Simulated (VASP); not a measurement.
# MgO (I4/mmm) in VASP: single point with HSE06

Aim: the single point of MgO with HSE06.

All numbers are computed with VASP 6.6.1; they aren't measurements. Logs are shortened: lines on timing, memory, paths and dates and some standing lists are left out, and cuts for length are marked.

**1. The cell of the first run**

The structure is tetragonal, space group I4/mmm (No. 139). The conventional cell has a = 2.973 Å, b = 2.973 Å, c = 4.267 Å, α = 90.00°, β = 90.00°, γ = 90.00°. Within 2.8 Å of Mg (site symmetry 4/mmm) lie 6 O at 2.10 to 2.13 Å. O (site symmetry 4/mmm) has 6 Mg at 2.10 to 2.13 Å within 2.8 Å.

**2. Single point, HSE06 (uniaxial y strain +1.5%)**

Input file POSCAR:

```
MgO
1.0
    0.0000000000      2.1334903292      2.1021680256
    2.1021680256      0.0000000000      2.1021680256
    2.1021680256      2.1334903292      0.0000000000
Mg O
1 1
Direct
    0.0000000000      0.0000000000      0.0000000000
    0.5000000000      0.5000000000      0.5000000000
```

Input file INCAR.step1:

```
SYSTEM = MgO
  PREC = Accurate
  ENCUT = 520
  EDIFF = 1E-5
  ISMEAR = 0
  SIGMA = 0.01
  LREAL = .False.
  LASPH = .True.
  NELM = 60
  ALGO = Normal
  ISIF = 2
  LWAVE = .True.
  NBANDS = 11
  GGA = PE
```

Input file INCAR.step2:

```
SYSTEM = MgO
  PREC = Accurate
  ENCUT = 520
  EDIFF = 1E-6
  ISMEAR = 0
  SIGMA = 0.01
  LREAL = .False.
  LASPH = .True.
  NELM = 60
  ALGO = Normal
  ISIF = 2
  LWAVE = .False.
  LCHARG = .True.
  GGA = PE
  LHFCALC = .True.
  HFSCREEN = 0.2079
  PRECFOCK = Normal
  LELF = .True.
  LVHAR = .True.
  NBANDS = 11
  ISTART = 1
```

Input file KPOINTS:

```
Automatic mesh
0
Gamma
  8 8 8
  0 0 0
```

Potentials or basis: VASP PAW PBE potentials, release 64 (Mg, O).

Launch:

```
$ cat potpaw_PBE.64/Mg/POTCAR potpaw_PBE.64/O/POTCAR > POTCAR
$ cp INCAR.step1 INCAR
$ mpirun -np 1 vasp_std > vasp.out
$ cp INCAR.step2 INCAR
$ mpirun -np 1 vasp_std > vasp.out
```

OUTCAR:

```text
SYSTEM = MgO
   PREC = Accurate
   ENCUT = 520
   EDIFF = 1E-6
   ISMEAR = 0
   LREAL = .False.
   LASPH = .True.
   NELM = 60
   ISIF = 2
   GGA = PE
   LHFCALC = .True.
   HFSCREEN = 0.2079
   PRECFOCK = Normal
   ISTART = 1

 ion  position               nearest neighbor table
   1  0.000  0.000  0.000-   2 2.10   2 2.10   2 2.10   2 2.10   2 2.13   2 2.13
   2  0.500  0.500  0.500-   1 2.10   1 2.10   1 2.10   1 2.10   1 2.13   1 2.13

  LATTYP: Found a body centered tetragonal cell.
 ALAT       =     2.9729145322
 C/A-ratio  =     1.4352853445

  Lattice vectors:

 A1 = (   0.0000000000,  -2.1334903292,   2.1021680256)
 A2 = (   0.0000000000,  -2.1334903292,  -2.1021680256)
 A3 = (   2.1021680256,   2.1334903292,   0.0000000000)

Analysis of symmetry for initial positions (statically):
=====================================================================
 Subroutine PRICEL returns:
 Original cell was already a primitive cell.

 Routine SETGRP: Setting up the symmetry group for a
 body centered tetragonal supercell.

 Subroutine GETGRP returns: Found 16 space group operations
 (whereof 16 operations were pure point group operations)
 out of a pool of 16 trial point group operations.

The static configuration has the point symmetry D_4h.

Analysis of symmetry for dynamics (positions and initial velocities):
=====================================================================
 Subroutine PRICEL returns:
 Original cell was already a primitive cell.

 Routine SETGRP: Setting up the symmetry group for a
 body centered tetragonal supercell.

 Subroutine GETGRP returns: Found 16 space group operations
 (whereof 16 operations were pure point group operations)
 out of a pool of 16 trial point group operations.

The dynamic configuration has the point symmetry D_4h.

 Subroutine INISYM returns: Found 16 space group operations
 (whereof 16 operations are pure point group operations),
 and found     1 'primitive' translations

----------------------------------------------------------------------------------------

                                     Primitive cell

  volume of cell :      18.8563

  direct lattice vectors                    reciprocal lattice vectors
     0.000000000  2.133490329  2.102168026    -0.237849684  0.234357753  0.237849684
     2.102168026  0.000000000  2.102168026     0.237849684 -0.234357753  0.237849684
     2.102168026  2.133490329  0.000000000     0.237849684  0.234357753 -0.237849684

  length of vectors
     2.995144636  2.972914532  2.995144636     0.409961584  0.409961584  0.409961584

  position of ions in fractional coordinates (direct lattice)
     0.000000000  0.000000000  0.000000000
     0.500000000  0.500000000  0.500000000

  ion indices of the primitive-cell ions
   primitive index   ion index
                 1           1
                 2           2

----------------------------------------------------------------------------------------

 KPOINTS: Automatic mesh

Automatic generation of k-mesh.
 Grid dimensions read from file:
 generate k-points for:    8    8    8

 Generating k-lattice:

  Cartesian coordinates                     Fractional coordinates (reciprocal lattice)
    -0.029731210  0.029294719  0.029731210     0.125000000  0.000000000 -0.000000000
     0.029731210 -0.029294719  0.029731210     0.000000000  0.125000000  0.000000000
     0.029731210  0.029294719 -0.029731210    -0.000000000  0.000000000  0.125000000

  Length of vectors
     0.051245198  0.051245198  0.051245198

  Shift w.r.t. Gamma in fractional coordinates (k-lattice)
     0.000000000  0.000000000  0.000000000

 Subroutine IBZKPT returns following result:
 ===========================================

 Found     59 irreducible k-points:

 Following reciprocal coordinates:
            Coordinates               Weight
  0.000000  0.000000  0.000000      1.000000
  0.125000  0.000000  0.000000      8.000000
  0.250000  0.000000  0.000000      8.000000
  0.375000  0.000000  0.000000      8.000000
  0.500000  0.000000  0.000000      4.000000
  0.125000  0.125000  0.000000      4.000000
[... 16 lines left out ...]
  0.250000  0.000000  0.125000      8.000000
  0.375000  0.000000  0.125000      8.000000
 [... further k-points ...]
   k-points           NKPTS =     59   k-points in BZ     NKDIM =    512   number of bands    NBANDS=     11
   number of dos      NEDOS =    301   number of ions     NIONS =      2
   total plane-waves  NPLWV =  13824
   dimension x,y,z NGX =    24 NGY =   24 NGZ =   24
   dimension x,y,z NGXF=    48 NGYF=   48 NGZF=   48
   ions per type =               1   1
   NGX,Y,Z   is equivalent  to a cutoff of  13.32, 13.42, 13.32 a.u.
   NGXF,Y,Z  is equivalent  to a cutoff of  26.64, 26.84, 26.64 a.u.
 SYSTEM =  MgO
   PREC   = accura    normal or accurate (medium, high low for compatibility)
   ISTART =      1    job   : 0-new  1-cont  2-samecut
   ICHARG =      0    charge: 1-file 2-atom 10-const
   ISPIN  =      1    spin polarized calculation?
   LNONCOLLINEAR =      F non collinear calculations
   LSORBIT =      F    spin-orbit coupling
   LASPH  =      T    aspherical Exc in radial PAW
   ENCUT  =  520.0 eV  38.22 Ry    6.18 a.u.   5.57  5.53  5.57*2*pi/ulx,y,z
   NELM   =     60;   NELMIN=  2; NELMDL=  0     # of ELM steps
   EDIFF  = 0.1E-05   stopping-criterion for ELM
   LREAL  =      F    real-space projection
   EDIFFG = 0.1E-04   stopping-criterion for IOM
   NSW    =      0    number of steps for IOM
   IBRION =     -1    ionic relax: 0-MD 1-quasi-New 2-CG
   NFREE  =      0    steps in history (QN), initial steepest desc. (CG)
   ISIF   =      2    stress and relaxation
   ISYM   =      3    0-nonsym 1-usesym 2-fastsym
   POTIM  = 0.5000    time-step for ionic-motion
   TEBEG  =    0.0;   TEEND  =   0.0 temperature during run
   PSTRESS=    0.0 pullay stress
   NELECT =       8.0000    total number of electrons
   NUPDOWN=      -1.0000    fix difference up-down
   EMIN   =  10.00;   EMAX   =-10.00  energy-range for DOS
   EFERMI =   0.00;   METHOD = LEGACY
   ISMEAR =     0;   SIGMA  =   0.01  broadening in eV -4-tet -1-fermi 0-gaus
   EFERMI_NEDOS =   21; number of points for ismear=-14 and -15
   IALGO  =     38    algorithm
   IMIX   =      1    mixing-type and parameters
     AMIX     =   0.40;   BMIX     =  1.00
     AMIX_MAG =   1.60;   BMIX_MAG =  1.00
  volume/ion in A,a.u.               =       9.43        63.62
  Fermi-wavevector in a.u.,A,eV,Ry     =   1.230136  2.324619 20.588793  1.513234
  Thomas-Fermi vector in A             =   2.364996
   LORBIT       =      0    0 simple, 1 ext, 2 COOP (PROOUT), +10 PAW based schemes
   GGA     = PE    functional components
   LHFCALC =     T    Hartree Fock is set to
   PRECFOCK=normal    Normal, Fast or Accurate (Low or Medium for compatibility)
   ENCUT4O =  -1.0   cutoff for four orbital integrals eV
   NKREDX  =     1    reduce k-point grid by
   NKREDY  =     1    reduce k-point grid by
   NKREDZ  =     1    reduce k-point grid by
   AEXX    =    0.2500 exact exchange contribution
   HFSCREEN=    0.2079 screening length (either q_TF or 0.3 A-1)
   HFSCREENC=   0.2079 screening length for correlation (either q_TF or 0.3 A-1)
   ENCUTFOCK=  -1.0 apply spherical cutoff to Coloumb kernel
   IVDW    =     0    specifies the selected vdW correction
   LEPSILON=     F    determine dielectric tensor
   LRPA    =     F    only Hartree local field effects (RPA)
 non-spin polarized calculation
 Gauss-broadening in eV      SIGMA  =   0.01
  energy-cutoff  :      520.00
  volume of cell :       18.86
 maximum number of plane-waves:       532
 NGX is ok and might be reduce to    24
  NGX = 18; NGY = 18; NGZ = 18

 number of electron       8.0000005 magnetization

 Free energy of the ion-electron system (eV)
  ---------------------------------------------------
  ext. energy  EPLUGINS =         0.00000000
  ---------------------------------------------------
  free energy    TOTEN  =       -14.20577328 eV

  energy without entropy =      -14.20577328  energy(sigma->0) =      -14.20577328

 E-fermi :   2.0659     XC(G=0):  -9.0624

 val. band max:        1.9033869692   @ k =   0.0000   0.0000   0.0000
 cond. band min:       8.2124031672   @ k =   0.0000   0.0000   0.0000
 fundamental gap:      6.3090161980
 Fermi energy:         2.0659269332

 k-point     1 :       0.0000    0.0000    0.0000
  band No.  band energies     occupation
      1     -16.9004      2.00000
      2       1.8609      2.00000
      3       1.8609      2.00000
      4       1.9034      2.00000
      5       8.2124      0.00000
      6      19.4654      0.00000
      7      19.6209      0.00000
      8      19.6209      0.00000
      9      23.4715      0.00000
     10      25.1509      0.00000
     11      25.6403      0.00000

 k-point     2 :       0.1250    0.0000    0.0000
  band No.  band energies     occupation
      1     -16.7314      2.00000
      2       0.9026      2.00000
      3       1.7552      2.00000
      4       1.7744      2.00000
      5       9.1442      0.00000
      6      17.8670      0.00000
      7      19.8835      0.00000
      8      20.0033      0.00000
      9      24.2058      0.00000
     10      24.6136      0.00000
     11      25.7168      0.00000

 k-point     3 :       0.2500    0.0000    0.0000
  band No.  band energies     occupation
      1     -16.2935      2.00000
      2      -0.9099      2.00000
      3       1.5083      2.00000
      4       1.5106      2.00000
      5      10.6723      0.00000
      6      16.3595      0.00000
      7      20.3406      0.00000
      8      20.5699      0.00000
      9      23.9160      0.00000
     10      24.1447      0.00000
     11      25.9153      0.00000

 k-point     4 :       0.3750    0.0000    0.0000
  band No.  band energies     occupation
      1     -15.8021      2.00000
      2      -2.4218      2.00000
      3       1.2583      2.00000
      4       1.2797      2.00000
      5      11.3951      0.00000
      6      16.3048      0.00000
      7      20.1097      0.00000
      8      20.4301      0.00000
      9      25.0620      0.00000
     10      25.4101      0.00000
     11      25.4832      0.00000

 k-point     5 :       0.5000    0.0000    0.0000
  band No.  band energies     occupation
      1     -15.5784      2.00000
      2      -3.0105      2.00000
      3       1.1589      2.00000
      4       1.1876      2.00000
      5      11.4759      0.00000
      6      16.6192      0.00000
      7      19.9263      0.00000
      8      20.2607      0.00000
      9      24.7566      0.00000
     10      26.5169      0.00000
     11      26.6120      0.00000
[... 211 lines left out ...]
 k-point    21 :       0.5000    0.5000    0.0000
  band No.  band energies     occupation
      1     -15.2932      2.00000
      2      -2.4517      2.00000
      3       0.3449      2.00000
      4       0.4524      2.00000
      5      12.6582      0.00000
      6      13.6055      0.00000
      7      17.1885      0.00000
      8      22.8808      0.00000
      9      23.1891      0.00000
     10      29.4461      0.00000
     11      30.8754      0.00000

 k-point    22 :       0.1250    0.0000    0.1250
  band No.  band energies     occupation
      1     -16.6833      2.00000
      2       0.8524      2.00000
      3       1.6224      2.00000
      4       1.6224      2.00000
      5       9.4553      0.00000
      6      17.3157      0.00000
      7      20.1929      0.00000
      8      20.1929      0.00000
      9      22.4313      0.00000
     10      26.1163      0.00000
     11      26.6481      0.00000

 k-point    23 :       0.2500    0.0000    0.1250
  band No.  band energies     occupation
      1     -16.3447      2.00000
      2      -0.4626      2.00000
      3       1.3550      2.00000
      4       1.3662      2.00000
      5      10.8357      0.00000
      6      16.0211      0.00000
      7      20.0640      0.00000
      8      20.7785      0.00000
      9      21.8348      0.00000
     10      25.9746      0.00000
     11      27.9491      0.00000

 k-point    24 :       0.3750    0.0000    0.1250
  band No.  band energies     occupation
      1     -15.8732      2.00000
      2      -1.8967      2.00000
      3       0.9557      2.00000
      4       1.1434      2.00000
      5      11.9433      0.00000
      6      15.7950      0.00000
      7      19.0156      0.00000
      8      20.8934      0.00000
      9      23.2778      0.00000
     10      26.5855      0.00000
     11      27.3303      0.00000

 [... further k-points ...]
[... 5 lines left out ...]
  --------------------------------------------------------------------------------------
  -------------------------------------------------------------------------------------
  Total       -0.2426215     -0.5666221     -0.2426215      0.0000000      0.0000000      0.0000000
  in kB      -20.6150482    -48.1447065    -20.6150482      0.0000000      0.0000000      0.0000000
  external PRESSURE =     -29.7916009 kB  Pullay stress =       0.0000000 kB

 VOLUME and BASIS-vectors are now :
 -----------------------------------------------------------------------------
  energy-cutoff  :      520.00
  volume of cell :       18.86
      direct lattice vectors                 reciprocal lattice vectors
     0.000000000  2.133490329  2.102168026    -0.237849684  0.234357753  0.237849684
     2.102168026  0.000000000  2.102168026     0.237849684 -0.234357753  0.237849684
     2.102168026  2.133490329  0.000000000     0.237849684  0.234357753 -0.237849684

 POSITION                                       TOTAL-FORCE (eV/Angst)
 -----------------------------------------------------------------------------------
      0.00000      0.00000      0.00000         0.000000      0.000000      0.000000
      2.10217      2.13349      2.10217        -0.000000      0.000000      0.000000
 -----------------------------------------------------------------------------------
    total drift:                                0.000031     -0.000387      0.000098

  FREE ENERGIE OF THE ION-ELECTRON SYSTEM (eV)
  ---------------------------------------------------
  free  energy   TOTEN  =       -14.2057732817 eV

  energy  without entropy=      -14.2057732817  energy(sigma->0) =      -14.20577328
```

Run time: 66 min. Hardware: 1 thread of Intel Xeon Platinum 8259CL at 2.50GHz (Skylake/Cascade Lake), shared host; peak memory 0.27 GiB.

Results:

```
Free energy            : -14.2058 eV
Pressure               : -3.0 GPa
Band gap on the k mesh : 6.31 eV
```

Caveat: the cell differs from its parent crystal (uniaxial y strain +1.5%); the PAW data sets were made with another functional, which shifts forces and pressure a little.
